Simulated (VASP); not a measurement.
# Sb in VASP: relaxation of the atoms with PBE

Aim: the relaxation of the atoms of Sb with PBE.

All numbers are computed with VASP 6.6.1; they aren't measurements. Logs are shortened: lines on timing, memory, paths and dates and some standing lists are left out, and cuts for length are marked.

## Step 1: The cell of the first run

The cell holds a slab with vacuum, 4 atoms: a = 3.388 Å, b = 3.388 Å, c = 23.187 Å, α = 90.00°, β = 90.00°, γ = 90.00°.

## Step 2: Relaxation of the atoms, PBE

Input file INCAR:

```
SYSTEM = Sb
ALGO = Normal
DIPOL = 0.5 0.5 0.500
EDIFF = 1E-6
EDIFFG = -0.01
ENCUT = 520
GGA = PE
IBRION = 2
IDIPOL = 3
ISIF = 2
ISMEAR = -1
LASPH = .TRUE.
LCHARG = .FALSE.
LDIPOL = .TRUE.
LREAL = .FALSE.
LWAVE = .FALSE.
NELM = 60
NSW = 60
PREC = Accurate
SIGMA = 0.05
```

Input file KPOINTS:

```
k-points
0
G
  10 10 1
  0 0 0
```

Input file POSCAR:

```
Sb
1.0
    3.3880510193      0.0000000000      0.0000000000
    0.0000000000      3.3880510193      0.0000000000
    0.0000000000      0.0000000000     23.1871000000
Sb
4
Direct
    0.2500000000      0.2500000000      0.3450185329
    0.7500000000      0.7500000000      0.4483395105
    0.2500000000      0.2500000000      0.5516604888
    0.7500000000      0.7500000000      0.6549814671
```

Potentials or basis: VASP PAW PBE potentials, release 64 (Sb).

Run with:

```sh
> cat potpaw_PBE.64/Sb/POTCAR > POTCAR
> mpirun -np 1 vasp_std > vasp.out
```

OUTCAR:

```text
SYSTEM = Sb
   EDIFF = 1E-6
   EDIFFG = -0.01
   ENCUT = 520
   GGA = PE
   IBRION = 2
   ISIF = 2
   ISMEAR = -1
   LASPH = .TRUE.
   LREAL = .FALSE.
   NELM = 60
   NSW = 60
   PREC = Accurate

 ion  position               nearest neighbor table
   1  0.250  0.250  0.345-   2 3.39   2 3.39   2 3.39   2 3.39
   2  0.750  0.750  0.448-   1 3.39   1 3.39   1 3.39   1 3.39   3 3.39   3 3.39   3 3.39   3 3.39

   3  0.250  0.250  0.552-   4 3.39   4 3.39   4 3.39   4 3.39   2 3.39   2 3.39   2 3.39   2 3.39

   4  0.750  0.750  0.655-   3 3.39   3 3.39   3 3.39   3 3.39

  LATTYP: Found a simple tetragonal cell.
 ALAT       =     3.3880510193
 C/A-ratio  =     6.8437871413

  Lattice vectors:

 A1 = (   3.3880510193,   0.0000000000,   0.0000000000)
 A2 = (   0.0000000000,   3.3880510193,   0.0000000000)
 A3 = (   0.0000000000,   0.0000000000,  23.1871000000)

Analysis of symmetry for initial positions (statically):
=====================================================================
 Subroutine PRICEL returns:
 Original cell was already a primitive cell.

 Routine SETGRP: Setting up the symmetry group for a
 simple tetragonal supercell.

 Subroutine GETGRP returns: Found 16 space group operations
 (whereof  4 operations were pure point group operations)
 out of a pool of 16 trial point group operations.

The static configuration has the point symmetry C_2h.
 The point group associated with its full space group is D_4h.

Analysis of symmetry for dynamics (positions and initial velocities):
=====================================================================
 Subroutine PRICEL returns:
 Original cell was already a primitive cell.

 Routine SETGRP: Setting up the symmetry group for a
 simple tetragonal supercell.

 Subroutine GETGRP returns: Found 16 space group operations
 (whereof  4 operations were pure point group operations)
 out of a pool of 16 trial point group operations.

The dynamic configuration has the point symmetry C_2h.
 The point group associated with its full space group is D_4h.

 Subroutine INISYM returns: Found 16 space group operations
 (whereof  4 operations are pure point group operations),
 and found     1 'primitive' translations

----------------------------------------------------------------------------------------

                                     Primitive cell

[... 130 lines left out ...]

 number of electron      19.9999998 magnetization

 Free energy of the ion-electron system (eV)
  ---------------------------------------------------
  ext. energy  EPLUGINS =         0.00000000
  ---------------------------------------------------
  free energy    TOTEN  =       -14.80165889 eV

  energy without entropy =      -14.77132032  energy(sigma->0) =      -14.78648961

------------------------ aborting loop because EDIFF is reached ----------------------------------------

  FORCE on cell =-STRESS in cart. coord.  units (eV):
  Direction    XX          YY          ZZ          XY          YZ          ZX
  --------------------------------------------------------------------------------------
  -------------------------------------------------------------------------------------
  Total       -2.5806903     -2.5806903     -0.7627990      0.0000000      0.0000000      0.0000000
  in kB      -15.5346030    -15.5346030     -4.5917095      0.0000000      0.0000000      0.0000000
  external PRESSURE =     -11.8869718 kB  Pullay stress =       0.0000000 kB
[... 95 lines left out ...]
  FREE ENERGIE OF THE ION-ELECTRON SYSTEM (eV)
  ---------------------------------------------------
  free  energy   TOTEN  =       -14.8376687808 eV

  energy  without entropy=      -14.8053653336  energy(sigma->0) =      -14.82151706

[... ionic steps 4 to 13 ...]

--------------------------------------- Ionic step       14  -------------------------------------------

 number of electron      19.9999998 magnetization

------------------------ aborting loop because EDIFF is reached ----------------------------------------
[... 71 lines left out ...]
--------------------------------------- Ionic step       16  -------------------------------------------

 number of electron      19.9999998 magnetization

 dipolmoment           0.000000      0.000000      0.000000 electrons x Angstroem

 Free energy of the ion-electron system (eV)
  ---------------------------------------------------
  ext. energy  EPLUGINS =         0.00000000
  ---------------------------------------------------
  free energy    TOTEN  =       -14.92195600 eV

  energy without entropy =      -14.90414318  energy(sigma->0) =      -14.91304959

 E-fermi :   0.9597     XC(G=0):  -4.7066

 val. band max:        0.8966683188   @ k =   0.4000   0.2000   0.0000
 cond. band min:       1.0332917272   @ k =   0.5000   0.4000   0.0000
 fundamental gap:      0.1366234084
 Fermi energy:         0.9597312942

 k-point     1 :       0.0000    0.0000    0.0000
  band No.  band energies     occupation
      1     -11.9704      2.00000
      2     -11.4764      2.00000
      3      -8.4319      2.00000
      4      -6.9321      2.00000
      5      -2.5672      2.00000
      6      -0.3393      2.00000
      7       1.1693      0.02979
      8       1.1693      0.02979
      9       1.6964      0.00000
     10       1.6964      0.00000
     11       2.4398      0.00000
     12       4.0771      0.00000
     13       4.6430      0.00000
     14       4.7151      0.00000
[... 328 lines left out ...]
      3      -6.4227      2.00000
      4      -6.4227      2.00000
      5      -3.9868      2.00000
      6      -3.9868      2.00000
      7      -3.4325      2.00000
      8      -3.4325      2.00000
      9      -0.3246      2.00000
     10      -0.3246      2.00000
     11      -0.0365      2.00000
     12      -0.0365      2.00000
     13       1.1175      0.08172
     14       1.1175      0.08172

------------------------ aborting loop because EDIFF is reached ----------------------------------------

 vacuum level on the upper side and lower side of the slab       (xc-potential included)        -0.008        -0.008

  FORCE on cell =-STRESS in cart. coord.  units (eV):
  Direction    XX          YY          ZZ          XY          YZ          ZX
  --------------------------------------------------------------------------------------
  -------------------------------------------------------------------------------------
  Total        2.7499033      2.7499033     -0.0398437      0.0000000     -0.0000000      0.0000000
  in kB       16.5531897     16.5531897     -0.2398416      0.0000000     -0.0000000      0.0000000
  external PRESSURE =      10.9555126 kB  Pullay stress =       0.0000000 kB
[... 19 lines left out ...]
  FREE ENERGIE OF THE ION-ELECTRON SYSTEM (eV)
  ---------------------------------------------------
  free  energy   TOTEN  =       -14.9219560002 eV

  energy  without entropy=      -14.9041431767  energy(sigma->0) =      -14.91304959

 reached required accuracy - stopping structural energy minimisation

 vacuum level on the upper side and lower side of the slab         5.105         5.105
```

CONTCAR:

```text
Sb
   1.00000000000000
     3.3880510193000002    0.0000000000000000    0.0000000000000000
     0.0000000000000000    3.3880510193000002    0.0000000000000000
     0.0000000000000000    0.0000000000000000   23.1871000000000009
  Sb
     4
Direct
     0.2500000000000000    0.2500000000000000    0.3573142624174631
     0.7500000000000000    0.7500000000000000    0.4421443170899425
     0.2500000000000000    0.2500000000000000    0.5578556822100591
     0.7500000000000000    0.7500000000000000    0.6426857375825373

  0.00000000E+00  0.00000000E+00  0.00000000E+00
  0.00000000E+00  0.00000000E+00  0.00000000E+00
  0.00000000E+00  0.00000000E+00  0.00000000E+00
  0.00000000E+00  0.00000000E+00  0.00000000E+00
```

Wall time 11 min (1 thread of AMD EPYC 7R13 (Zen 3), shared host); peak memory 0.38 GiB.

What came out:

```yaml
Free_energy: -14.9220 eV
Energy_gained_by_relaxing: 30.1 meV/atom
Ionic_steps: 16
Largest_force_after_relaxing: 0.007 eV/Å
Band_gap_on_the_k_mesh: zero (bands 10 and 11 overlap by 2.16 eV)
```

Forces in eV/Å, atoms in the order of the input:
```
Sb   0.000  0.000  0.007
Sb   0.000  0.000 -0.004
Sb   0.000  0.000  0.004
Sb   0.000  0.000 -0.007
```

Step by step:
```tsv
step	energy change (eV)	largest force (eV/Å)	pressure (GPa)
1	0.0000	0.2912	-1.19
2	-0.0114	0.2468	-1.13
3	-0.0360	0.1340	-0.93
4	-0.0551	0.1396	-0.37
5	-0.0789	0.2872	1.69
6	-0.0627	0.2633	-0.02
7	-0.1020	0.1476	0.69
8	-0.1008	0.1395	1.07
9	-0.1032	0.0798	0.85
10	-0.1065	0.1033	0.99
11	-0.1078	0.1456	1.14
12	-0.1101	0.1338	1.13
13	-0.1156	0.0895	1.09
14	-0.1202	0.0239	1.06
15	-0.1202	0.0230	1.06
16	-0.1203	0.0070	1.10
```

Final structure:
```
Sb
1.0
     3.38805    0.00000    0.00000
     0.00000    3.38805    0.00000
     0.00000    0.00000   23.18710
Sb
4
Direct
  0.25000 0.25000 0.35731
  0.75000 0.75000 0.44214
  0.25000 0.25000 0.55786
  0.75000 0.75000 0.64269
```

Levels at points of the mesh, in eV from the Fermi level:
| k point | band 8 | band 9 | band 10 | band 11 | band 12 | band 13 |
| --- | --- | --- | --- | --- | --- | --- |
| (0.00, 0.00, 0.00) | 0.21 | 0.74 | 0.74 | 1.48 | 3.12 | 3.68 |
| (0.50, 0.00, 0.00) | -3.37 | 0.34 | 0.34 | 2.56 | 2.56 | 3.13 |
| (0.50, 0.50, 0.00) | -4.39 | -1.28 | -1.28 | -1.00 | -1.00 | 0.16 |

Caveat: the highest band is partly filled, so the run has too few bands; spin-orbit coupling is left out, which moves the levels of the heavy elements.

The gap in the log of VASP goes by the Fermi energy; the results here count the filled bands.